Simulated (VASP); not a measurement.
# Al5N (P6/mmm) in VASP: single point with PBE

Aim: the single point of Al5N with PBE.

All numbers are computed with VASP 6.6.1; they aren't measurements. Logs are shortened: lines on timing, memory, paths and dates and some standing lists are left out, and cuts for length are marked.

## 1. The cell of the first run

It takes space group P6/mmm (No. 191, hexagonal). The conventional cell has a = 5.194 Å, b = 5.194 Å, c = 4.662 Å, α = 90.00°, β = 90.00°, γ = 120.00°. Within 3.5 Å of Al (site symmetry mmm) lie 8 Al at 2.60 to 2.77 Å and 4 N at 3.49 Å. Within 3.7 Å of Al (site symmetry -6m2) lie 9 Al at 2.77 to 3.00 Å and 3 N at 3.00 Å. N (site symmetry 6/mmm) has 18 Al at 3.00 to 3.49 Å within 3.9 Å.

## 2. Single point, PBE, collinear spin, ferromagnetic start

Input file POSCAR:

```
Al5N
1.0
    5.1938399235      0.0000000000      0.0000000000
   -2.5969199618      4.4979973170      0.0000000000
    0.0000000000      0.0000000000      4.6623782128
Al N
5 1
Direct
    0.0000000000      0.5000000000      0.5000000000
    0.3333333333      0.6666666667      0.0000000000
    0.6666666667      0.3333333333      0.0000000000
    0.5000000000      0.0000000000      0.5000000000
    0.5000000000      0.5000000000      0.5000000000
    0.0000000000      0.0000000000      0.0000000000
```

Input file INCAR.step1:

```
SYSTEM = Al5N
ALGO = Normal ; EDIFF = 1E-6
ENCUT = 520 ; GGA = PE
ISIF = 2 ; ISMEAR = 0
ISPIN = 2 ; LASPH = .True.
LCHARG = .True. ; LREAL = .False.
LWAVE = .False. ; MAGMOM = 0 0 0 0 0 1.72
NBANDS = 23 ; NELM = 150
PREC = Accurate ; SIGMA = 0.1
```

Input file KPOINTS.step1:

```
k-points
0
Gamma
  12 12 8
  0 0 0
```

Input file INCAR.step2:

```
SYSTEM = Al5N
ALGO = Normal ; EDIFF = 1E-6
ENCUT = 520 ; GGA = PE
ICHARG = 11 ; ISIF = 2
ISMEAR = -5 ; ISPIN = 2
LASPH = .True. ; LCHARG = .False.
LORBIT = 11 ; LREAL = .False.
LWAVE = .False. ; MAGMOM = 0 0 0 0 0 1.72
NBANDS = 23 ; NEDOS = 2001
NELM = 150 ; PREC = Accurate
SIGMA = 0.1
```

Input file KPOINTS.step2:

```
k-points
0
Gamma
  18 18 12
  0 0 0
```

Potentials or basis: VASP PAW PBE potentials, release 64 (Al, N).

Command:

```sh
$ cat potpaw_PBE.64/Al/POTCAR potpaw_PBE.64/N/POTCAR > POTCAR
$ cp INCAR.step1 INCAR
$ cp KPOINTS.step1 KPOINTS
$ mpirun -np 1 vasp_std > vasp.out
$ cp INCAR.step2 INCAR
$ cp KPOINTS.step2 KPOINTS
$ mpirun -np 1 vasp_std > vasp.out
```

OUTCAR:

```text
SYSTEM = Al5N
   EDIFF = 1E-6
   ENCUT = 520
   GGA = PE
   ICHARG = 11
   ISIF = 2
   ISMEAR = -5
   ISPIN = 2
   LASPH = .True.
   LORBIT = 11
   LREAL = .False.
   NELM = 150
   PREC = Accurate

 ion  position               nearest neighbor table
   1  0.000  0.500  0.500-   5 2.60   5 2.60   4 2.60   4 2.60   2 2.77   3 2.77   2 2.77   3 2.77

   2  0.333  0.667  0.000-   1 2.77   1 2.77   4 2.77   4 2.77   5 2.77   5 2.77   3 3.00   3 3.00
                             3 3.00
   3  0.667  0.333  0.000-   1 2.77   1 2.77   4 2.77   4 2.77   5 2.77   5 2.77   2 3.00   2 3.00
                             2 3.00
   4  0.500  0.000  0.500-   1 2.60   1 2.60   5 2.60   5 2.60   2 2.77   3 2.77   3 2.77   2 2.77

   5  0.500  0.500  0.500-   1 2.60   1 2.60   4 2.60   4 2.60   2 2.77   3 2.77   3 2.77   2 2.77

   6  0.000  0.000  0.000-

  LATTYP: Found a hexagonal cell.
 ALAT       =     5.1938399235
 C/A-ratio  =     0.8976746071

  Lattice vectors:

 A1 = (   5.1938399235,   0.0000000000,   0.0000000000)
 A2 = (  -2.5969199618,   4.4979973170,   0.0000000000)
 A3 = (   0.0000000000,   0.0000000000,   4.6623782128)

Analysis of symmetry for initial positions (statically):
=====================================================================
 Subroutine PRICEL returns:
 Original cell was already a primitive cell.

 Routine SETGRP: Setting up the symmetry group for a
 hexagonal supercell.

 Subroutine GETGRP returns: Found 24 space group operations
 (whereof 24 operations were pure point group operations)
 out of a pool of 24 trial point group operations.

The static configuration has the point symmetry D_6h.

Analysis of symmetry for dynamics (positions and initial velocities):
=====================================================================
 Subroutine PRICEL returns:
 Original cell was already a primitive cell.

 Routine SETGRP: Setting up the symmetry group for a
 hexagonal supercell.

 Subroutine GETGRP returns: Found 24 space group operations
 (whereof 24 operations were pure point group operations)
 out of a pool of 24 trial point group operations.

The dynamic configuration has the point symmetry D_6h.

Analysis of structural, dynamic, and magnetic symmetry:
=====================================================================
 Subroutine PRICEL returns:
 Original cell was already a primitive cell.

 Routine SETGRP: Setting up the symmetry group for a
 hexagonal supercell.

 Subroutine GETGRP returns: Found 24 space group operations
 (whereof 24 operations were pure point group operations)
 out of a pool of 24 trial point group operations.

The overall configuration has the point symmetry D_6h.

 Subroutine INISYM returns: Found 24 space group operations
 (whereof 24 operations are pure point group operations),
 and found     1 'primitive' translations

----------------------------------------------------------------------------------------

                                     Primitive cell

  volume of cell :     108.9219

  direct lattice vectors                    reciprocal lattice vectors
     5.193839923  0.000000000  0.000000000     0.192535776  0.111160582  0.000000000
    -2.596919962  4.497997317  0.000000000     0.000000000  0.222321164  0.000000000
     0.000000000  0.000000000  4.662378213     0.000000000  0.000000000  0.214482814

  length of vectors
     5.193839923  5.193839924  4.662378213     0.222321164  0.222321164  0.214482814

  position of ions in fractional coordinates (direct lattice)
     1.000000000  0.500000000  0.500000000
     0.333333333  0.666666667  0.000000000
     0.666666667  0.333333333  0.000000000
     0.500000000  0.000000000  0.500000000
     0.500000000  0.500000000  0.500000000
     0.000000000  0.000000000  0.000000000

  ion indices of the primitive-cell ions
   primitive index   ion index
                 1           1
                 2           2
                 3           3
                 4           4
                 5           5
                 6           6

----------------------------------------------------------------------------------------

 KPOINTS: k-points

Automatic generation of k-mesh.
 Grid dimensions read from file:
[... 48 lines left out ...]
 [... further k-points ...]
   k-points           NKPTS =    259   k-points in BZ     NKDIM =    259   number of bands    NBANDS=     23
   number of dos      NEDOS =   2001   number of ions     NIONS =      6
   total plane-waves  NPLWV =  57600
   dimension x,y,z NGX =    40 NGY =   40 NGZ =   36
   dimension x,y,z NGXF=    80 NGYF=   80 NGZF=   72
   ions per type =               5   1
   NGX,Y,Z   is equivalent  to a cutoff of  12.80, 12.80, 12.84 a.u.
   NGXF,Y,Z  is equivalent  to a cutoff of  25.61, 25.61, 25.67 a.u.
 SYSTEM =  Al5N
   PREC   = accura    normal or accurate (medium, high low for compatibility)
   ISTART =      0    job   : 0-new  1-cont  2-samecut
   ICHARG =     11    charge: 1-file 2-atom 10-const
   ISPIN  =      2    spin polarized calculation?
   LNONCOLLINEAR =      F non collinear calculations
   LSORBIT =      F    spin-orbit coupling
   LASPH  =      T    aspherical Exc in radial PAW
   ENCUT  =  520.0 eV  38.22 Ry    6.18 a.u.   9.66  9.66  8.67*2*pi/ulx,y,z
   NELM   =    150;   NELMIN=  2; NELMDL=  0     # of ELM steps
   EDIFF  = 0.1E-05   stopping-criterion for ELM
   LREAL  =      F    real-space projection
   EDIFFG = 0.1E-04   stopping-criterion for IOM
   NSW    =      0    number of steps for IOM
   IBRION =     -1    ionic relax: 0-MD 1-quasi-New 2-CG
   NFREE  =      0    steps in history (QN), initial steepest desc. (CG)
   ISIF   =      2    stress and relaxation
   ISYM   =      2    0-nonsym 1-usesym 2-fastsym
   POTIM  = 0.5000    time-step for ionic-motion
   TEBEG  =    0.0;   TEEND  =   0.0 temperature during run
   PSTRESS=    0.0 pullay stress
   NELECT =      20.0000    total number of electrons
   NUPDOWN=      -1.0000    fix difference up-down
   EMIN   =  10.00;   EMAX   =-10.00  energy-range for DOS
   EFERMI =   0.00;   METHOD = LEGACY
   ISMEAR =    -5;   SIGMA  =   0.10  broadening in eV -4-tet -1-fermi 0-gaus
   EFERMI_NEDOS =   21; number of points for ismear=-14 and -15
   IALGO  =     38    algorithm
   IMIX   =      4    mixing-type and parameters
     AMIX     =   0.40;   BMIX     =  1.00
     AMIX_MAG =   1.60;   BMIX_MAG =  1.00
  volume/ion in A,a.u.               =      18.15       122.51
  Fermi-wavevector in a.u.,A,eV,Ry     =   0.930493  1.758377 11.780157  0.865817
  Thomas-Fermi vector in A             =   2.056887
   LORBIT       =     11    0 simple, 1 ext, 2 COOP (PROOUT), +10 PAW based schemes
   GGA     = PE    functional components
   LHFCALC =     F    Hartree Fock is set to
   AEXX    =    0.0000 exact exchange contribution
   IVDW    =     0    specifies the selected vdW correction
   LEPSILON=     F    determine dielectric tensor
   LRPA    =     F    only Hartree local field effects (RPA)
 spin polarized calculation
 Fermi weights with tetrahedron method with Bloechl corrections
  energy-cutoff  :      520.00
  volume of cell :      108.92
 maximum number of plane-waves:      2988
 NGX is ok and might be reduce to    40

 number of electron      19.9999999 magnetization       1.7357698

 Free energy of the ion-electron system (eV)
  ---------------------------------------------------
  ext. energy  EPLUGINS =         0.00000000
  ---------------------------------------------------
  free energy    TOTEN  =       -21.23237346 eV

  energy without entropy =      -21.23237346  energy(sigma->0) =      -21.23237346

 E-fermi :   5.4081     XC(G=0):  -9.5007

 val. band max:        5.5071252919   @ k =   0.2222   0.1667   0.2500
 cond. band min:       5.2970327892   @ k =   0.2222  -0.0000   0.2500
 fundamental gap:     -0.2100925028
 Fermi energy:         5.4081341549

 spin component 1

 k-point     1 :       0.0000    0.0000    0.0000
  band No.  band energies     occupation
      1      -8.1030      1.00000
      2      -4.0927      1.00000
      3       0.4534      1.00000
      4       1.4352      1.00000
      5       2.2845      1.00000
      6       2.2845      1.00000
[... 589 lines left out ...]
     21      12.9835      0.00000
     22      13.1969      0.00000

 [... further k-points ...]

 spin component 2

 k-point     1 :       0.0000    0.0000    0.0000
  band No.  band energies     occupation
      1      -6.1421      1.00000
      2      -3.6351      1.00000
      3       0.4819      1.00000
      4       1.7172      1.00000
      5       2.3649      1.00000
      6       2.3649      1.00000
[... 589 lines left out ...]
     21      13.0393      0.00000
     22      13.2629      0.00000

 [... further k-points ...]

 [bands above 22 left out]

------------------------ aborting loop because EDIFF is reached ----------------------------------------

  FORCE on cell =-STRESS in cart. coord.  units (eV):
  Direction    XX          YY          ZZ          XY          YZ          ZX
  --------------------------------------------------------------------------------------
  -------------------------------------------------------------------------------------
  Total       -0.1593389     -0.1593389      0.2068249      0.0000000      0.0000000      0.0000000
  in kB       -2.3437823     -2.3437823      3.0422728      0.0000000      0.0000000      0.0000000
  external PRESSURE =      -0.5484306 kB  Pullay stress =       0.0000000 kB

 VOLUME and BASIS-vectors are now :
 -----------------------------------------------------------------------------
  energy-cutoff  :      520.00
  volume of cell :      108.92
      direct lattice vectors                 reciprocal lattice vectors
     5.193839923  0.000000000  0.000000000     0.192535776  0.111160582  0.000000000
    -2.596919962  4.497997317  0.000000000     0.000000000  0.222321164  0.000000000
     0.000000000  0.000000000  4.662378213     0.000000000  0.000000000  0.214482814

 POSITION                                       TOTAL-FORCE (eV/Angst)
 -----------------------------------------------------------------------------------
     -1.29846      2.24900      2.33119        -0.000000      0.000000      0.000000
     -0.00000      2.99866      0.00000        -0.000000     -0.000000      0.000000
      2.59692      1.49933      0.00000         0.000000      0.000000      0.000000
      2.59692      0.00000      2.33119        -0.000000      0.000000      0.000000
      1.29846      2.24900      2.33119        -0.000000      0.000000      0.000000
      0.00000      0.00000      0.00000        -0.000000      0.000000      0.000000
 -----------------------------------------------------------------------------------
    total drift:                               -0.000000     -0.000000     -0.000000

  FREE ENERGIE OF THE ION-ELECTRON SYSTEM (eV)
  ---------------------------------------------------
  free  energy   TOTEN  =       -21.2323734642 eV

  energy  without entropy=      -21.2323734642  energy(sigma->0) =      -21.23237346

 total charge

# of ion       s       p       d       tot
------------------------------------------
    1        0.464   0.355   0.000   0.819
    2        0.439   0.302   0.000   0.741
    3        0.439   0.302   0.000   0.741
    4        0.464   0.355   0.000   0.819
    5        0.464   0.355   0.000   0.819
    6        1.350   1.977   0.000   3.328
--------------------------------------------------
tot          3.619   3.646   0.000   7.266

 magnetization (x)

# of ion       s       p       d       tot
------------------------------------------
    1        0.010   0.005   0.000   0.015
    2        0.006  -0.001   0.000   0.004
    3        0.006  -0.001   0.000   0.004
    4        0.010   0.005   0.000   0.015
    5        0.010   0.005   0.000   0.015
    6        0.027   1.098   0.000   1.125
--------------------------------------------------
tot          0.069   1.110   0.000   1.179
```

Run time: 28 min. Hardware: 1 thread of Oxide Virtual Turin-like, shared host; peak memory 0.85 GiB.

Results:

```
Net moment                                            : 1.74 μB per cell
Site moments                                          : Al +0.01, +0.00 (each value once); N +1.12 μB
Valence electrons inside the program's atomic spheres : Al 0.82, 0.74 (each value once); N 3.33
```

Levels at points of the mesh, in eV from the Fermi level:
Spin up:
```tsv
k point	band 9	band 10	band 11	band 12	band 13	band 14
(0.00, 0.00, 0.00)	-2.51	-1.28	0.49	0.49	1.14	2.79
(0.50, 0.00, 0.00)	-1.10	-0.95	-0.59	-0.07	2.13	2.14
(0.00, 0.00, 0.50)	-1.47	-1.47	-1.45	-1.45	-0.40	-0.40
(0.50, 0.00, 0.50)	-1.10	-0.30	0.07	1.29	2.95	3.16
```
Spin down:
```tsv
k point	band 6	band 7	band 8	band 9	band 10	band 11	band 12	band 13
(0.00, 0.00, 0.00)	-3.04	-2.46	-2.26	-2.26	1.12	1.20	1.40	1.40
(0.50, 0.00, 0.00)	-2.23	-2.22	-1.70	-0.57	0.39	0.60	1.17	2.17
(0.00, 0.00, 0.50)	-1.45	-1.45	-1.40	-1.40	-1.32	-1.32	-0.38	-0.38
(0.50, 0.00, 0.50)	-2.88	-2.65	-2.55	0.71	1.29	1.39	1.67	2.98
```

Caveat: tetrahedron occupations give inexact forces and stress in metals.
